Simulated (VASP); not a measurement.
# In (P6_3/mmc) in VASP: further runs

In is run at these levels: BLYP; tasks: relaxation of cell and atoms, single point.

Everything below comes from runs of VASP 6.6.1. Logs are shortened: lines on timing, memory, paths and dates and some standing lists are left out, and cuts for length are marked.

## 1. The cell of the first run

It takes space group P6_3/mmc (No. 194, hexagonal). Conventional cell: a = 3.331 Å, b = 3.331 Å, c = 5.440 Å, α = 90.00°, β = 90.00°, γ = 120.00°. In (site symmetry -6m2) has 12 In at 3.33 Å within 4.4 Å.

This isn't the form of In at room conditions, which is tetragonal.

## 2. Relaxation of cell and atoms, BLYP

Input file INCAR:

```
  AGGAC = 1.0
  AGGAX = 1.0
  ALDAC = 0.0
  ALDAX = 1.0
  ALGO = Normal
  EDIFF = 1E-7
  EDIFFG = -0.01
  ENCUT = 600
  GGA = B5
  IBRION = 2
  ISIF = 3
  ISMEAR = -1
  LASPH = True
  LCHARG = False
  LREAL = False
  LWAVE = False
  NELM = 60
  NSW = 80
  PREC = Accurate
  SIGMA = 0.1
```

Input file KPOINTS:

```
k-points
0
Gamma
  11 11 6
```

Input file POSCAR:

```
In
1.0
    3.3313943041      0.0000000000      0.0000000000
   -1.6656971520      2.8850720974      0.0000000000
    0.0000000000      0.0000000000      5.4401668986
In
2
Direct
    0.3333333333      0.6666666667      0.2500000000
    0.6666666667      0.3333333333      0.7500000000
```

Potentials or basis: VASP PAW PBE potentials, release 64 (In_d).

Started as:

```bash
$ cat potpaw_PBE.64/In_d/POTCAR > POTCAR
$ mpirun -np 1 vasp_std > vasp.out
```

OUTCAR:

```text
EDIFF = 1E-7
   EDIFFG = -0.01
   ENCUT = 600
   GGA = B5
   IBRION = 2
   ISIF = 3
   ISMEAR = -1
   LASPH = True
   LREAL = False
   NELM = 60
   NSW = 80
   PREC = Accurate

 ion  position               nearest neighbor table
   1  0.333  0.667  0.250-   2 3.33   2 3.33   2 3.33   2 3.33   2 3.33   2 3.33
   2  0.667  0.333  0.750-   1 3.33   1 3.33   1 3.33   1 3.33   1 3.33   1 3.33

  LATTYP: Found a hexagonal cell.
 ALAT       =     3.3313943041
 C/A-ratio  =     1.6330000000

  Lattice vectors:

 A1 = (   3.3313943041,   0.0000000000,   0.0000000000)
 A2 = (  -1.6656971520,   2.8850720974,   0.0000000000)
 A3 = (   0.0000000000,   0.0000000000,   5.4401668986)

Analysis of symmetry for initial positions (statically):
=====================================================================
 Subroutine PRICEL returns:
 Original cell was already a primitive cell.

 Routine SETGRP: Setting up the symmetry group for a
 hexagonal supercell.

 Subroutine GETGRP returns: Found 24 space group operations
 (whereof 12 operations were pure point group operations)
 out of a pool of 24 trial point group operations.

The static configuration has the point symmetry D_3d.
 The point group associated with its full space group is D_6h.

Analysis of symmetry for dynamics (positions and initial velocities):
=====================================================================
 Subroutine PRICEL returns:
 Original cell was already a primitive cell.

 Routine SETGRP: Setting up the symmetry group for a
 hexagonal supercell.

 Subroutine GETGRP returns: Found 24 space group operations
 (whereof 12 operations were pure point group operations)
 out of a pool of 24 trial point group operations.

The dynamic configuration has the point symmetry D_3d.
 The point group associated with its full space group is D_6h.

 Subroutine INISYM returns: Found 24 space group operations
 (whereof 12 operations are pure point group operations),
 and found     1 'primitive' translations

----------------------------------------------------------------------------------------

                                     Primitive cell

  volume of cell :      52.2871

  direct lattice vectors                    reciprocal lattice vectors
     3.331394304  0.000000000  0.000000000     0.300174614  0.173305894  0.000000000
    -1.665697152  2.885072097  0.000000000     0.000000000  0.346611789  0.000000000
     0.000000000  0.000000000  5.440166899     0.000000000  0.000000000  0.183817890

  length of vectors
     3.331394304  3.331394304  5.440166899     0.346611789  0.346611789  0.183817890

  position of ions in fractional coordinates (direct lattice)
     0.333333333  0.666666667  0.250000000
     0.666666667  0.333333333  0.750000000

  ion indices of the primitive-cell ions
   primitive index   ion index
                 1           1
                 2           2

----------------------------------------------------------------------------------------

 KPOINTS: k-points

Automatic generation of k-mesh.
 Grid dimensions read from file:
 generate k-points for:   11   11    6

 Generating k-lattice:

  Cartesian coordinates                     Fractional coordinates (reciprocal lattice)
     0.027288601  0.015755081  0.000000000     0.090909091 -0.000000000  0.000000000
     0.000000000  0.031510163  0.000000000     0.000000000  0.090909091  0.000000000
     0.000000000  0.000000000  0.030636315     0.000000000  0.000000000  0.166666667

  Length of vectors
     0.031510163  0.031510163  0.030636315

  Shift w.r.t. Gamma in fractional coordinates (k-lattice)
     0.000000000  0.000000000  0.000000000

 Subroutine IBZKPT returns following result:
 ===========================================

 Found     64 irreducible k-points:

 Following reciprocal coordinates:
            Coordinates               Weight
  0.000000  0.000000  0.000000      1.000000
  0.090909 -0.000000  0.000000      6.000000
  0.181818  0.000000  0.000000      6.000000
  0.272727  0.000000  0.000000      6.000000
  0.363636  0.000000  0.000000      6.000000
  0.454545  0.000000  0.000000      6.000000
[... 16 lines left out ...]
  0.090909  0.090909  0.166667     12.000000
  0.181818  0.090909  0.166667     24.000000
 [... further k-points ...]
   k-points           NKPTS =     64   k-points in BZ     NKDIM =     64   number of bands    NBANDS=     17
   number of dos      NEDOS =    301   number of ions     NIONS =      2
   total plane-waves  NPLWV =  37632
   dimension x,y,z NGX =    28 NGY =   28 NGZ =   48
   dimension x,y,z NGXF=    56 NGYF=   56 NGZF=   96
   ions per type =               2
   NGX,Y,Z   is equivalent  to a cutoff of  13.97, 13.97, 14.67 a.u.
   NGXF,Y,Z  is equivalent  to a cutoff of  27.95, 27.95, 29.34 a.u.
 SYSTEM =  unknown system
   PREC   = accura    normal or accurate (medium, high low for compatibility)
   ISTART =      0    job   : 0-new  1-cont  2-samecut
   ICHARG =      2    charge: 1-file 2-atom 10-const
   ISPIN  =      1    spin polarized calculation?
   LNONCOLLINEAR =      F non collinear calculations
   LSORBIT =      F    spin-orbit coupling
   LASPH  =      T    aspherical Exc in radial PAW
   ENCUT  =  600.0 eV  44.10 Ry    6.64 a.u.   6.65  6.65 10.87*2*pi/ulx,y,z
   NELM   =     60;   NELMIN=  2; NELMDL= -5     # of ELM steps
   EDIFF  = 0.1E-06   stopping-criterion for ELM
   LREAL  =      F    real-space projection
   EDIFFG = -.1E-01   stopping-criterion for IOM
   NSW    =     80    number of steps for IOM
   IBRION =      2    ionic relax: 0-MD 1-quasi-New 2-CG
   NFREE  =      1    steps in history (QN), initial steepest desc. (CG)
   ISIF   =      3    stress and relaxation
   ISYM   =      2    0-nonsym 1-usesym 2-fastsym
   POTIM  = 0.5000    time-step for ionic-motion
   TEBEG  =    0.0;   TEEND  =   0.0 temperature during run
   PSTRESS=    0.0 pullay stress
   NELECT =      26.0000    total number of electrons
   NUPDOWN=      -1.0000    fix difference up-down
   EMIN   =  10.00;   EMAX   =-10.00  energy-range for DOS
   EFERMI =   0.00;   METHOD = LEGACY
   ISMEAR =    -1;   SIGMA  =   0.10  broadening in eV -4-tet -1-fermi 0-gaus
   EFERMI_NEDOS =   21; number of points for ismear=-14 and -15
   IALGO  =     38    algorithm
   IMIX   =      4    mixing-type and parameters
     AMIX     =   0.40;   BMIX     =  1.00
     AMIX_MAG =   1.60;   BMIX_MAG =  1.00
  volume/ion in A,a.u.               =      26.14       176.43
  Fermi-wavevector in a.u.,A,eV,Ry     =   1.296983  2.450943 22.887245  1.682165
  Thomas-Fermi vector in A             =   2.428405
   LORBIT       =      0    0 simple, 1 ext, 2 COOP (PROOUT), +10 PAW based schemes
   GGA     = B5    functional components
   LHFCALC =     F    Hartree Fock is set to
   AEXX    =    0.0000 exact exchange contribution
   IVDW    =     0    specifies the selected vdW correction
   LEPSILON=     F    determine dielectric tensor
   LRPA    =     F    only Hartree local field effects (RPA)
 conjugate gradient relaxation of ions
 non-spin polarized calculation
  energy-cutoff  :      600.00
  volume of cell :       52.29
 maximum number of plane-waves:      1768
 NGX is ok and might be reduce to    28
   NGX = 13   NGY = 13   NGZ = 21

--------------------------------------- Ionic step        1  -------------------------------------------

 number of electron      26.0000002 magnetization

 Free energy of the ion-electron system (eV)
  ---------------------------------------------------
  ext. energy  EPLUGINS =         0.00000000
  ---------------------------------------------------
  free energy    TOTEN  =        -3.57414194 eV

  energy without entropy =       -3.54511790  energy(sigma->0) =       -3.55962992

------------------------ aborting loop because EDIFF is reached ----------------------------------------

  FORCE on cell =-STRESS in cart. coord.  units (eV):
  Direction    XX          YY          ZZ          XY          YZ          ZX
  --------------------------------------------------------------------------------------
  -------------------------------------------------------------------------------------
  Total        2.1369144      2.1369144      2.0610446      0.0000000     -0.0000000      0.0000000
  in kB       65.4791114     65.4791114     63.1543175      0.0000000     -0.0000000      0.0000000
  external PRESSURE =      64.7041801 kB  Pullay stress =       0.0000000 kB
[... 165 lines left out ...]
  energy  without entropy=       -3.7168707846  energy(sigma->0) =       -3.73311716

--------------------------------------- Ionic step        6  -------------------------------------------

 number of electron      26.0000008 magnetization

 Free energy of the ion-electron system (eV)
  ---------------------------------------------------
  ext. energy  EPLUGINS =         0.00000000
  ---------------------------------------------------
  free energy    TOTEN  =        -3.74967373 eV

  energy without entropy =       -3.71676535  energy(sigma->0) =       -3.73321954

 E-fermi :   6.1050     XC(G=0):  -8.8493

 val. band max:        6.1013400917   @ k =   0.1818   0.1818   0.1667
 cond. band min:       6.2004305567   @ k =   0.2727   0.0909   0.0000
 fundamental gap:      0.0990904650
 Fermi energy:         6.1049683365

 k-point     1 :       0.0000    0.0000    0.0000
  band No.  band energies     occupation
      1      -8.4530      2.00000
      2      -8.4263      2.00000
      3      -8.4144      2.00000
      4      -8.4144      2.00000
      5      -8.3975      2.00000
      6      -8.3975      2.00000
[... 9 lines left out ...]
     16      14.5597      0.00000
     17      14.5597      0.00000
[... 443 lines left out ...]
      1      -8.4695      2.00000
      2      -8.4328      2.00000
      3      -8.4213      2.00000
      4      -8.3973      2.00000
      5      -8.3808      2.00000
      6      -8.3445      2.00000
[... 9 lines left out ...]
     16      11.2375      0.00000
     17      12.8193      0.00000

 [... further k-points ...]

------------------------ aborting loop because EDIFF is reached ----------------------------------------

  FORCE on cell =-STRESS in cart. coord.  units (eV):
  Direction    XX          YY          ZZ          XY          YZ          ZX
  --------------------------------------------------------------------------------------
  -------------------------------------------------------------------------------------
  Total        0.0136717      0.0136717      0.0083050      0.0000000      0.0000000      0.0000000
  in kB        0.3497809      0.3497809      0.2124762      0.0000000      0.0000000      0.0000000
  external PRESSURE =       0.3040127 kB  Pullay stress =       0.0000000 kB
[... 17 lines left out ...]
  FREE ENERGIE OF THE ION-ELECTRON SYSTEM (eV)
  ---------------------------------------------------
  free  energy   TOTEN  =        -3.7496737280 eV

  energy  without entropy=       -3.7167653536  energy(sigma->0) =       -3.73321954

 reached required accuracy - stopping structural energy minimisation
```

Run time: 3.1 min. Hardware: 1 thread of AMD EPYC 9R45 (Zen 5), shared host; peak memory 0.2 GiB.

Results:

```yaml
Free_energy: -3.7497 eV
Relaxed_volume: 31.31 Å³/atom
Relaxed_cell: a = 3.556 Å, b = 3.556 Å, c = 5.720 Å, α = 90.00°, β = 90.00°, γ = 120.00°
Space_group_after_relaxing_to_0.1_Å: P6_3/mmc (No. 194)
Energy_gained_by_relaxing: 87.8 meV/atom
Ionic_steps: 6
Pressure_after_relaxing: 0.0 GPa
Band_gap_on_the_k_mesh: zero (bands 13 and 14 overlap by 5.01 eV)
```

The path:
| step | energy change (eV) | largest force (eV/Å) | pressure (GPa) | volume (Å³) |
| --- | --- | --- | --- | --- |
| 1 | 0.0000 | 0.0000 | 6.47 | 52.29 |
| 2 | -0.1703 | 0.0000 | 0.75 | 60.69 |
| 3 | -0.1750 | 0.0000 | -0.07 | 62.84 |
| 4 | -0.1750 | 0.0000 | 0.03 | 62.61 |
| 5 | -0.1752 | 0.0000 | 0.01 | 62.62 |
| 6 | -0.1755 | 0.0000 | 0.03 | 62.62 |

Final structure:
```yaml
crystal:
  lattice:
    - [3.55551, 0.00000, 0.00000]
    - [-1.77776, 3.07917, 0.00000]
    - [0.00000, 0.00000, 5.72008]
  atoms:
    - { symbol: In, position: [0.33333, 0.66667, 0.25000] }
    - { symbol: In, position: [0.66667, 0.33333, 0.75000] }
```

Caveat: the volume moved by over 15 % at a fixed basis, so the end points are rough; the PAW data sets were made with another functional, which shifts forces and pressure a little; spin-orbit coupling is left out, which moves the levels of the heavy elements.

## 3. Single point, BLYP

This run uses another cell than the first one, of 31.40 Å³/atom.

Input file INCAR:

```
  AGGAC = 1.0
  AGGAX = 1.0
  ALDAC = 0.0
  ALDAX = 1.0
  ALGO = Normal
  EDIFF = 1E-6
  ENCUT = 520
  GGA = B5
  ISIF = 2
  ISMEAR = -1
  LASPH = T
  LCHARG = F
  LREAL = F
  LWAVE = F
  NBANDS = 20
  NELM = 80
  PREC = Accurate
  SIGMA = 0.1
```

Input file KPOINTS:

```
k-points
0
Gamma
  17 17 9
```

Input file POSCAR:

```
In
1.0
    3.5600407404      0.0000000000      0.0000000000
   -1.7800203702      3.0830857197      0.0000000000
    0.0000000000      0.0000000000      5.7212994376
In
2
Direct
    0.3333333333      0.6666666667      0.2500000000
    0.6666666667      0.3333333333      0.7500000000
```

Potentials or basis: VASP PAW PBE potentials, release 64 (In_d).

Started as:

```bash
$ cat potpaw_PBE.64/In_d/POTCAR > POTCAR
$ mpirun -np 1 vasp_std > vasp.out
```

OUTCAR:

```text
EDIFF = 1E-6
   ENCUT = 520
   GGA = B5
   ISIF = 2
   ISMEAR = -1
   LASPH = T
   LREAL = F
   NELM = 80
   PREC = Accurate

 ion  position               nearest neighbor table
   1  0.333  0.667  0.250-   2 3.52   2 3.52   2 3.52   2 3.52   2 3.52   2 3.52
   2  0.667  0.333  0.750-   1 3.52   1 3.52   1 3.52   1 3.52   1 3.52   1 3.52

  LATTYP: Found a hexagonal cell.
 ALAT       =     3.5600407404
 C/A-ratio  =     1.6070881922

  Lattice vectors:

 A1 = (   3.5600407404,   0.0000000000,   0.0000000000)
 A2 = (  -1.7800203702,   3.0830857197,   0.0000000000)
 A3 = (   0.0000000000,   0.0000000000,   5.7212994376)

Analysis of symmetry for initial positions (statically):
=====================================================================
 Subroutine PRICEL returns:
 Original cell was already a primitive cell.

 Routine SETGRP: Setting up the symmetry group for a
 hexagonal supercell.

 Subroutine GETGRP returns: Found 24 space group operations
 (whereof 12 operations were pure point group operations)
 out of a pool of 24 trial point group operations.
[... 160 lines left out ...]
  ---------------------------------------------------
  free energy    TOTEN  =        -3.74518051 eV

  energy without entropy =       -3.71068790  energy(sigma->0) =       -3.72793421

 E-fermi :   6.1058     XC(G=0):  -8.8368

 val. band max:        6.0780058223   @ k =   0.2353   0.2353   0.0000
 cond. band min:       6.1068582893   @ k =   0.2941   0.1765   0.4444
 fundamental gap:      0.0288524670
 Fermi energy:         6.1057758029

 k-point     1 :       0.0000    0.0000    0.0000
  band No.  band energies     occupation
      1      -8.4761      2.00000
      2      -8.4494      2.00000
      3      -8.4384      2.00000
      4      -8.4384      2.00000
      5      -8.4217      2.00000
      6      -8.4217      2.00000
[... 541 lines left out ...]
     19      14.6036      0.00000
     20      16.6141      0.00000

 [... further k-points ...]

------------------------ aborting loop because EDIFF is reached ----------------------------------------

  FORCE on cell =-STRESS in cart. coord.  units (eV):
  Direction    XX          YY          ZZ          XY          YZ          ZX
  --------------------------------------------------------------------------------------
  -------------------------------------------------------------------------------------
  Total        0.0005931      0.0005931      0.0038196      0.0000000      0.0000000      0.0000000
  in kB        0.0151327      0.0151327      0.0974526      0.0000000      0.0000000      0.0000000
  external PRESSURE =       0.0425727 kB  Pullay stress =       0.0000000 kB

 VOLUME and BASIS-vectors are now :
 -----------------------------------------------------------------------------
  energy-cutoff  :      520.00
  volume of cell :       62.80
      direct lattice vectors                 reciprocal lattice vectors
     3.560040740  0.000000000  0.000000000     0.280895662  0.162175186  0.000000000
    -1.780020370  3.083085720  0.000000000     0.000000000  0.324350372  0.000000000
     0.000000000  0.000000000  5.721299438     0.000000000  0.000000000  0.174785468

 POSITION                                       TOTAL-FORCE (eV/Angst)
 -----------------------------------------------------------------------------------
     -0.00000      2.05539      1.43032        -0.000000     -0.000000      0.000000
      1.78002      1.02770      4.29097         0.000000      0.000000      0.000000
 -----------------------------------------------------------------------------------
    total drift:                               -0.000000      0.000000      0.000000

  FREE ENERGIE OF THE ION-ELECTRON SYSTEM (eV)
  ---------------------------------------------------
  free  energy   TOTEN  =        -3.7451805137 eV

  energy  without entropy=       -3.7106878979  energy(sigma->0) =       -3.72793421
```

stdout:

```text
POSCAR found type information on POSCAR In
 POSCAR found :  1 types and       2 ions
 scaLAPACK will be used
 -----------------------------------------------------------------------------
|                                                                             |
|                                                                             |
|     You enforced a specific xc type in the INCAR file but a different       |
|     I HOPE YOU KNOW WHAT YOU ARE DOING!                                     |
|                                                                             |
 -----------------------------------------------------------------------------

 LDA part: xc-table for (Slater(with rela. corr.)+VWN5), standard interpolation
 POSCAR, INCAR and KPOINTS ok, starting setup
 FFT: planning ... GRIDC
 FFT: planning ... GRID_SOFT
 FFT: planning ... GRID
 WAVECAR not read
 entering main loop
```

Run time: 79 s. Hardware: 1 thread of AMD EPYC 9R45 (Zen 5), shared host; peak memory 0.27 GiB.

What came out:

```
Free energy            : -3.7452 eV
Pressure               : 0.0 GPa
Band gap on the k mesh : zero (bands 13 and 14 overlap by 4.21 eV)
```

Caveat: the PAW data sets were made with another functional, which shifts forces and pressure a little; spin-orbit coupling is left out, which moves the levels of the heavy elements.
